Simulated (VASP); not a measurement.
Crystal: Pd.

```
Pd
1.0
     4.90084    0.00000    0.00000
     0.00000    4.90084    0.00000
     0.00000    0.00000    4.90084
Pd
8
Direct
  0.00000 0.00000 0.00000
  0.50000 0.50000 0.50000
  0.25000 0.00000 0.50000
  0.75000 0.00000 0.50000
  0.50000 0.25000 0.00000
  0.50000 0.75000 0.00000
  0.00000 0.50000 0.25000
  0.00000 0.50000 0.75000
```

```yaml
Program: VASP 6.6.1
Task: relaxation of cell and atoms
Functional: RPBE
Potentials_or_basis: VASP PAW PBE potentials, release 64 (Pd)
Cutoff: 600 eV
k_mesh: 5 × 5 × 5
Occupations: fermi-dirac, width 0.1 eV
Spin: no spin polarisation
```

At the start: pressure 17.6 GPa; volume 14.71 Å³/atom.

Question: Where does the relaxation end?

Answer: Over 4 steps the energy falls by 74.3 meV/atom and the volume is 16.23 Å³/atom (+10.3 %); space group Pm-3n (No. 223, to 0.1 Å) before and after.

Step by step:
| step | energy change (eV) | largest force (eV/Å) | pressure (GPa) | volume (Å³) |
| --- | --- | --- | --- | --- |
| 1 | 0.0000 | 0.0000 | 17.60 | 117.71 |
| 2 | 0.1785 | 0.0000 | -12.11 | 147.45 |
| 3 | -0.5942 | 0.0000 | -0.36 | 130.12 |
| 4 | -0.5946 | 0.0000 | -0.07 | 129.84 |

Final structure:
```cif
data_structure
_symmetry_space_group_name_H-M 'P 1'
_symmetry_Int_Tables_number 1
_cell_length_a 5.0637
_cell_length_b 5.0637
_cell_length_c 5.0637
_cell_angle_alpha 90.000
_cell_angle_beta 90.000
_cell_angle_gamma 90.000
_cell_volume 129.84
loop_
_atom_site_label
_atom_site_type_symbol
_atom_site_fract_x
_atom_site_fract_y
_atom_site_fract_z
_atom_site_occupancy
Pd1 Pd 0.00000 0.00000 0.00000 1
Pd2 Pd 0.50000 0.50000 0.50000 1
Pd3 Pd 0.25000 0.00000 0.50000 1
Pd4 Pd 0.75000 0.00000 0.50000 1
Pd5 Pd 0.50000 0.25000 0.00000 1
Pd6 Pd 0.50000 0.75000 0.00000 1
Pd7 Pd 0.00000 0.50000 0.25000 1
Pd8 Pd 0.00000 0.50000 0.75000 1
```

Caveat: the PAW data sets were made with another functional, which shifts forces and pressure a little.
